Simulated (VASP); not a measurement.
# BaTe (P4/mmm) in VASP: a series of runs

The runs below take BaTe through single point, with LDA.

Program: VASP 6.6.1. These are calculated values, not measurements. Logs are shortened: lines on timing, memory, paths and dates and some standing lists are left out, and cuts for length are marked.

**1. The cell of the first run**

Symmetry: P4/mmm, No. 123, tetragonal system. Conventional cell: a = 4.262 Å, b = 4.262 Å, c = 4.049 Å, α = 90.00°, β = 90.00°, γ = 90.00°. Ba (site symmetry 4/mmm) has 8 Te at 3.63 Å and 6 Ba at 4.05 to 4.26 Å within 4.8 Å. Within 4.8 Å of Te (site symmetry 4/mmm) lie 8 Ba at 3.63 Å and 6 Te at 4.05 to 4.26 Å.

**2. Single point, LDA (strain -0.0500 x Voigt [0, 0, 1, 0, 0, 0])**

INCAR reads:

```
SYSTEM = BaTe
PREC = Accurate
ENCUT = 520
EDIFF = 1E-6
ISMEAR = 0
SIGMA = 0.05
LREAL = .False.
LASPH = .True.
NELM = 100
ALGO = Normal
ISIF = 2
LWAVE = .False.
LCHARG = .True.
GGA = CA
LELF = .True.
LVHAR = .True.
NBANDS = 15
```

KPOINTS reads:

```
regular mesh
0
Gamma
  6 6 6
  0 0 0
```

POSCAR reads:

```
BaTe
1.0
    4.2624660000      0.0000000000      0.0000000000
    0.0000000000      4.2624660000      0.0000000000
    0.0000000000      0.0000000000      4.0493427000
Ba Te
1 1
Direct
    0.0000000000      0.0000000000      0.0000000000
    0.5000000000      0.5000000000      0.5000000000
```

Potentials or basis: VASP PAW LDA potentials, release 64 (Ba_sv, Te).

The run is started by

```
$ cat potpaw_LDA.64/Ba_sv/POTCAR potpaw_LDA.64/Te/POTCAR > POTCAR
$ mpirun -np 1 vasp_std > vasp.out
```

OUTCAR:

```text
SYSTEM = BaTe
   PREC = Accurate
   ENCUT = 520
   EDIFF = 1E-6
   ISMEAR = 0
   LREAL = .False.
   LASPH = .True.
   NELM = 100
   ISIF = 2
   GGA = CA

 ion  position               nearest neighbor table
   1  0.000  0.000  0.000-   2 3.63   2 3.63   2 3.63   2 3.63   2 3.63   2 3.63   2 3.63   2 3.63

   2  0.500  0.500  0.500-   1 3.63   1 3.63   1 3.63   1 3.63   1 3.63   1 3.63   1 3.63   1 3.63

  LATTYP: Found a simple tetragonal cell.
 ALAT       =     4.2624660000
 C/A-ratio  =     0.9500000000

  Lattice vectors:

 A1 = (   4.2624660000,   0.0000000000,   0.0000000000)
 A2 = (   0.0000000000,   4.2624660000,   0.0000000000)
 A3 = (   0.0000000000,   0.0000000000,   4.0493427000)

Analysis of symmetry for initial positions (statically):
=====================================================================
 Subroutine PRICEL returns:
 Original cell was already a primitive cell.

 Routine SETGRP: Setting up the symmetry group for a
 simple tetragonal supercell.

 Subroutine GETGRP returns: Found 16 space group operations
 (whereof 16 operations were pure point group operations)
 out of a pool of 16 trial point group operations.

The static configuration has the point symmetry D_4h.

Analysis of symmetry for dynamics (positions and initial velocities):
=====================================================================
 Subroutine PRICEL returns:
 Original cell was already a primitive cell.

 Routine SETGRP: Setting up the symmetry group for a
 simple tetragonal supercell.

 Subroutine GETGRP returns: Found 16 space group operations
 (whereof 16 operations were pure point group operations)
 out of a pool of 16 trial point group operations.

The dynamic configuration has the point symmetry D_4h.

 Subroutine INISYM returns: Found 16 space group operations
 (whereof 16 operations are pure point group operations),
 and found     1 'primitive' translations

----------------------------------------------------------------------------------------

                                     Primitive cell

  volume of cell :      73.5710

  direct lattice vectors                    reciprocal lattice vectors
     4.262466000  0.000000000  0.000000000     0.234605977  0.000000000  0.000000000
     0.000000000  4.262466000  0.000000000     0.000000000  0.234605977  0.000000000
     0.000000000  0.000000000  4.049342700     0.000000000  0.000000000  0.246953660

  length of vectors
     4.262466000  4.262466000  4.049342700     0.234605977  0.234605977  0.246953660

  position of ions in fractional coordinates (direct lattice)
     0.000000000  0.000000000  0.000000000
     0.500000000  0.500000000  0.500000000

  ion indices of the primitive-cell ions
   primitive index   ion index
                 1           1
                 2           2

----------------------------------------------------------------------------------------

 KPOINTS: regular mesh

Automatic generation of k-mesh.
 Grid dimensions read from file:
 generate k-points for:    6    6    6

 Generating k-lattice:

  Cartesian coordinates                     Fractional coordinates (reciprocal lattice)
     0.039100996  0.000000000  0.000000000     0.166666667  0.000000000  0.000000000
     0.000000000  0.039100996  0.000000000     0.000000000  0.166666667  0.000000000
     0.000000000  0.000000000  0.041158943     0.000000000  0.000000000  0.166666667

  Length of vectors
     0.039100996  0.039100996  0.041158943

  Shift w.r.t. Gamma in fractional coordinates (k-lattice)
     0.000000000  0.000000000  0.000000000

 Subroutine IBZKPT returns following result:
 ===========================================

 Found     40 irreducible k-points:

 Following reciprocal coordinates:
            Coordinates               Weight
  0.000000  0.000000  0.000000      1.000000
  0.166667  0.000000  0.000000      4.000000
  0.333333  0.000000  0.000000      4.000000
  0.500000  0.000000  0.000000      2.000000
  0.166667  0.166667  0.000000      4.000000
  0.333333  0.166667  0.000000      8.000000
[... 16 lines left out ...]
  0.333333  0.000000  0.333333      8.000000
  0.500000  0.000000  0.333333      4.000000
 [... further k-points ...]
   k-points           NKPTS =     40   k-points in BZ     NKDIM =     40   number of bands    NBANDS=     15
   number of dos      NEDOS =    301   number of ions     NIONS =      2
   total plane-waves  NPLWV =  30720
   dimension x,y,z NGX =    32 NGY =   32 NGZ =   30
   dimension x,y,z NGXF=    64 NGYF=   64 NGZF=   60
   ions per type =               1   1
   NGX,Y,Z   is equivalent  to a cutoff of  12.48, 12.48, 12.32 a.u.
   NGXF,Y,Z  is equivalent  to a cutoff of  24.96, 24.96, 24.63 a.u.
 SYSTEM =  BaTe
   PREC   = accura    normal or accurate (medium, high low for compatibility)
   ISTART =      0    job   : 0-new  1-cont  2-samecut
   ICHARG =      2    charge: 1-file 2-atom 10-const
   ISPIN  =      1    spin polarized calculation?
   LNONCOLLINEAR =      F non collinear calculations
   LSORBIT =      F    spin-orbit coupling
   LASPH  =      T    aspherical Exc in radial PAW
   ENCUT  =  520.0 eV  38.22 Ry    6.18 a.u.   7.93  7.93  7.53*2*pi/ulx,y,z
   NELM   =    100;   NELMIN=  2; NELMDL= -5     # of ELM steps
   EDIFF  = 0.1E-05   stopping-criterion for ELM
   LREAL  =      F    real-space projection
   EDIFFG = 0.1E-04   stopping-criterion for IOM
   NSW    =      0    number of steps for IOM
   IBRION =     -1    ionic relax: 0-MD 1-quasi-New 2-CG
   NFREE  =      0    steps in history (QN), initial steepest desc. (CG)
   ISIF   =      2    stress and relaxation
   ISYM   =      2    0-nonsym 1-usesym 2-fastsym
   POTIM  = 0.5000    time-step for ionic-motion
   TEBEG  =    0.0;   TEEND  =   0.0 temperature during run
   PSTRESS=    0.0 pullay stress
   NELECT =      16.0000    total number of electrons
   NUPDOWN=      -1.0000    fix difference up-down
   EMIN   =  10.00;   EMAX   =-10.00  energy-range for DOS
   EFERMI =   0.00;   METHOD = LEGACY
   ISMEAR =     0;   SIGMA  =   0.05  broadening in eV -4-tet -1-fermi 0-gaus
   EFERMI_NEDOS =   21; number of points for ismear=-14 and -15
   IALGO  =     38    algorithm
   IMIX   =      4    mixing-type and parameters
     AMIX     =   0.40;   BMIX     =  1.00
     AMIX_MAG =   1.60;   BMIX_MAG =  1.00
  volume/ion in A,a.u.               =      36.79       248.24
  Fermi-wavevector in a.u.,A,eV,Ry     =   0.984493  1.860422 13.187130  0.969227
  Thomas-Fermi vector in A             =   2.115730
   LORBIT       =      0    0 simple, 1 ext, 2 COOP (PROOUT), +10 PAW based schemes
   GGA     = CA    functional components
   LHFCALC =     F    Hartree Fock is set to
   AEXX    =    0.0000 exact exchange contribution
   IVDW    =     0    specifies the selected vdW correction
   LEPSILON=     F    determine dielectric tensor
   LRPA    =     F    only Hartree local field effects (RPA)
 non-spin polarized calculation
 Gauss-broadening in eV      SIGMA  =   0.05
  energy-cutoff  :      520.00
  volume of cell :       73.57
 maximum number of plane-waves:      2016
 NGX is ok and might be reduce to    32
   NGX = 15   NGY = 15   NGZ = 15

 number of electron      16.0000000 magnetization

 Free energy of the ion-electron system (eV)
  ---------------------------------------------------
  ext. energy  EPLUGINS =         0.00000000
  ---------------------------------------------------
  free energy    TOTEN  =        -9.33111332 eV

  energy without entropy =       -9.33110969  energy(sigma->0) =       -9.33111151

 E-fermi :   4.4201     XC(G=0):  -9.2639

 val. band max:        4.3165097167   @ k =   0.5000   0.5000   0.0000
 cond. band min:       4.5253306053   @ k =   0.0000   0.0000   0.0000
 fundamental gap:      0.2088208886
 Fermi energy:         4.4201127993

 k-point     1 :       0.0000    0.0000    0.0000
  band No.  band energies     occupation
      1     -23.9647      2.00000
      2      -9.0223      2.00000
      3      -9.0223      2.00000
      4      -8.9570      2.00000
      5      -6.5665      2.00000
      6       3.5000      2.00000
      7       3.5000      2.00000
      8       3.9748      2.00000
      9       4.5253      0.00292
     10       4.5438      0.00047
     11       6.4748      0.00000
     12       8.3705      0.00000
     13       8.7642      0.00000
     14       8.7642      0.00000
     15      12.3054      0.00000

 k-point     2 :       0.1667    0.0000    0.0000
  band No.  band energies     occupation
      1     -23.9578      2.00000
      2      -9.2112      2.00000
      3      -9.0077      2.00000
      4      -8.9445      2.00000
      5      -6.3367      2.00000
      6       2.2766      2.00000
      7       3.3225      2.00000
      8       3.8347      2.00000
      9       4.6906      0.00000
     10       5.4639      0.00000
     11       7.4875      0.00000
     12       8.5935      0.00000
     13       8.8465      0.00000
     14       8.8998      0.00000
     15      10.9922      0.00000

 k-point     3 :       0.3333    0.0000    0.0000
  band No.  band energies     occupation
      1     -23.9438      2.00000
      2      -9.5285      2.00000
      3      -8.9782      2.00000
      4      -8.9191      2.00000
      5      -5.9059      2.00000
      6       0.9408      2.00000
      7       2.9948      2.00000
      8       3.5660      2.00000
      9       5.0529      0.00000
     10       7.1187      0.00000
     11       8.9423      0.00000
     12       9.0284      0.00000
     13       9.2345      0.00000
     14       9.3476      0.00000
     15       9.4930      0.00000
[... 343 lines left out ...]
 k-point    23 :       0.3333    0.0000    0.3333
  band No.  band energies     occupation
      1     -23.9078      2.00000
      2      -9.4659      2.00000
      3      -9.3156      2.00000
      4      -8.9260      2.00000
      5      -5.8405      2.00000
      6       1.4931      2.00000
      7       2.1405      2.00000
      8       3.4192      2.00000
      9       5.6679      0.00000
     10       6.8401      0.00000
     11       7.0404      0.00000
     12       8.2306      0.00000
     13       8.4606      0.00000
     14       9.6944      0.00000
     15      12.2844      0.00000

 k-point    24 :       0.5000    0.0000    0.3333
  band No.  band energies     occupation
      1     -23.9012      2.00000
      2      -9.4454      2.00000
      3      -9.3964      2.00000
      4      -8.9149      2.00000
      5      -5.8463      2.00000
      6       1.5017      2.00000
      7       2.1026      2.00000
      8       3.5398      2.00000
      9       5.4390      0.00000
     10       6.7232      0.00000
     11       6.9771      0.00000
     12       7.5591      0.00000
     13       9.0878      0.00000
     14      10.4699      0.00000
     15      11.4148      0.00000

 [... further k-points ...]
[... 5 lines left out ...]
  --------------------------------------------------------------------------------------
  -------------------------------------------------------------------------------------
  Total       -1.1919222     -1.1919222      0.6016770      0.0000000      0.0000000     -0.0000000
  in kB      -25.9568574    -25.9568574     13.1029063      0.0000000      0.0000000     -0.0000000
  external PRESSURE =     -12.9369361 kB  Pullay stress =       0.0000000 kB

 VOLUME and BASIS-vectors are now :
 -----------------------------------------------------------------------------
  energy-cutoff  :      520.00
  volume of cell :       73.57
      direct lattice vectors                 reciprocal lattice vectors
     4.262466000  0.000000000  0.000000000     0.234605977  0.000000000  0.000000000
     0.000000000  4.262466000  0.000000000     0.000000000  0.234605977  0.000000000
     0.000000000  0.000000000  4.049342700     0.000000000  0.000000000  0.246953660

 POSITION                                       TOTAL-FORCE (eV/Angst)
 -----------------------------------------------------------------------------------
      0.00000      0.00000      0.00000         0.000000      0.000000      0.000000
      2.13123      2.13123      2.02467         0.000000      0.000000      0.000000
 -----------------------------------------------------------------------------------
    total drift:                                0.000000     -0.000000     -0.000000

  FREE ENERGIE OF THE ION-ELECTRON SYSTEM (eV)
  ---------------------------------------------------
  free  energy   TOTEN  =        -9.3311133227 eV

  energy  without entropy=       -9.3311096944  energy(sigma->0) =       -9.33111151
```

It took 26 s on 1 thread of AMD EPYC 7R13 (Zen 3), shared host; peak memory 0.15 GiB.

Results:

| Quantity | Value |
| --- | --- |
| Free energy | -9.3311 eV |
| Pressure | -1.3 GPa |
| Band gap on the k mesh | 0.21 eV, indirect (least direct gap 0.35 eV) |

Stress tensor (GPa, compression positive):
```
-2.60  0.00  0.00
 0.00 -2.60  0.00
 0.00  0.00  1.31
```

Caveat: the cell differs from its parent crystal (strain -0.0500 x Voigt [0, 0, 1, 0, 0, 0]); spin-orbit coupling is left out, which moves the levels of the heavy elements. A k mesh can miss the band edges.

**3. Single point, LDA (strain -0.0250 x Voigt [0, 0, 1, 0, 0, 0])**

INCAR reads:

```
ALGO = Normal
EDIFF = 1E-7
ENCUT = 520
ISIF = 2
ISMEAR = 0
LASPH = T
LCHARG = T
LELF = T
LREAL = F
LVHAR = T
LWAVE = F
NBANDS = 15
NELM = 100
PREC = Accurate
SIGMA = 0.05
```

KPOINTS reads:

```
k-points
0
Gamma
  6 6 6
```

POSCAR, as its differences from that of step 2:

```diff
@@ -4,3 +4,3 @@
     0.0000000000      4.2624660000      0.0000000000
-    0.0000000000      0.0000000000      4.0493427000
+    0.0000000000      0.0000000000      4.1559043500
 Ba Te
```

Potentials or basis: VASP PAW LDA potentials, release 64 (Ba_sv, Te).

The run is started by

```
$ cat potpaw_LDA.64/Ba_sv/POTCAR potpaw_LDA.64/Te/POTCAR > POTCAR
$ mpirun -np 1 vasp_std > vasp.out
```

Run time: 30 s. Hardware: 1 thread of AMD EPYC 7R13 (Zen 3), shared host; peak memory 0.15 GiB.

It converged, with:

```
Free energy            : -9.3334 eV
Pressure               : -2.1 GPa
Band gap on the k mesh : 0.45 eV, indirect (least direct gap 0.60 eV)
```

Stress tensor (GPa, compression positive):
```
-2.74  0.00  0.00
 0.00 -2.74  0.00
 0.00  0.00 -0.88
```

Levels at points of the mesh, in eV from the valence-band top:
```
           k point  band 4  band 5  band 6  band 7  band 8  band 9  band 10  band 11  band 12  band 13
(0.00, 0.00, 0.00)  -13.17  -10.64   -0.58   -0.58   -0.36    0.45     0.47     2.15     4.29     4.47
(0.50, 0.00, 0.00)  -13.12   -9.83   -3.65   -1.16   -0.88    1.22     4.60     4.69     4.85     4.89
(0.50, 0.50, 0.00)  -13.08  -10.10   -2.21   -2.21    0.00    0.60     2.50     2.87     2.87     6.01
(0.00, 0.00, 0.50)  -13.13   -9.79   -3.64   -1.11   -1.11    1.33     4.61     4.75     4.83     4.95
(0.50, 0.00, 0.50)  -13.09  -10.04   -2.26   -2.17   -0.20    0.72     2.23     2.58     2.70     6.13
(0.50, 0.50, 0.50)  -13.46   -9.66   -3.16   -3.14   -3.14    4.56     4.56     4.68     6.19     6.19
```

Caveat: the cell differs from its parent crystal (strain -0.0250 x Voigt [0, 0, 1, 0, 0, 0]); spin-orbit coupling is left out, which moves the levels of the heavy elements. A k mesh can miss the band edges.

**4. Single point, LDA (strain +0.0250 x Voigt [0, 0, 1, 0, 0, 0])**

INCAR reads:

```
SYSTEM = BaTe
ALGO = Normal
EDIFF = 1E-6
ENCUT = 520
GGA = CA
ISIF = 2
ISMEAR = 0
LASPH = .TRUE.
LCHARG = .TRUE.
LELF = .TRUE.
LREAL = .FALSE.
LVHAR = .TRUE.
LWAVE = .FALSE.
NBANDS = 15
NELM = 60
PREC = Accurate
SIGMA = 0.05
```

KPOINTS reads:

```
k-points
0
G
  6 6 6
  0 0 0
```

POSCAR, as its differences from that of step 3:

```diff
@@ -4,3 +4,3 @@
     0.0000000000      4.2624660000      0.0000000000
-    0.0000000000      0.0000000000      4.1559043500
+    0.0000000000      0.0000000000      4.3690276500
 Ba Te
```

The run is started by

```
$ cat potpaw_LDA.64/Ba_sv/POTCAR potpaw_LDA.64/Te/POTCAR > POTCAR
$ mpirun -np 1 vasp_std > vasp.out
```

Run time: 27 s. Hardware: 1 thread of AMD EPYC 7R13 (Zen 3), shared host; peak memory 0.15 GiB.

Results (log left out):

```yaml
Free_energy: -9.2657 eV
Pressure: -3.4 GPa
Band_gap_on_the_k_mesh: 0.63 eV, indirect (least direct gap 0.76 eV)
```

Stress tensor (GPa, compression positive):
```
-2.88  0.00  0.00
 0.00 -2.88  0.00
 0.00  0.00 -4.58
```

Levels at points of the mesh, in eV from the valence-band top:
```
           k point  band 4  band 5  band 6  band 7  band 8  band 9  band 10  band 11  band 12  band 13
(0.00, 0.00, 0.00)  -13.19  -10.41   -0.57   -0.37   -0.37    0.63     0.66     1.96     4.32     4.32
(0.50, 0.00, 0.00)  -13.14   -9.71   -3.39   -1.06   -0.81    1.43     4.56     4.72     4.74     4.83
(0.50, 0.50, 0.00)  -13.12   -9.85   -2.06   -2.06   -0.18    0.87     2.16     2.65     2.65     6.05
(0.00, 0.00, 0.50)  -13.15   -9.74   -3.41   -0.85   -0.85    1.34     4.48     4.64     4.80     4.81
(0.50, 0.00, 0.50)  -13.11   -9.89   -2.10   -2.03    0.00    0.76     2.41     2.80     2.91     5.85
(0.50, 0.50, 0.50)  -13.41   -9.53   -2.88   -2.88   -2.87    4.44     4.53     4.53     5.92     6.01
```

Caveat: the cell differs from its parent crystal (strain +0.0250 x Voigt [0, 0, 1, 0, 0, 0]); spin-orbit coupling is left out, which moves the levels of the heavy elements. A k mesh can miss the band edges.

(Continued in part 2 of 2.)
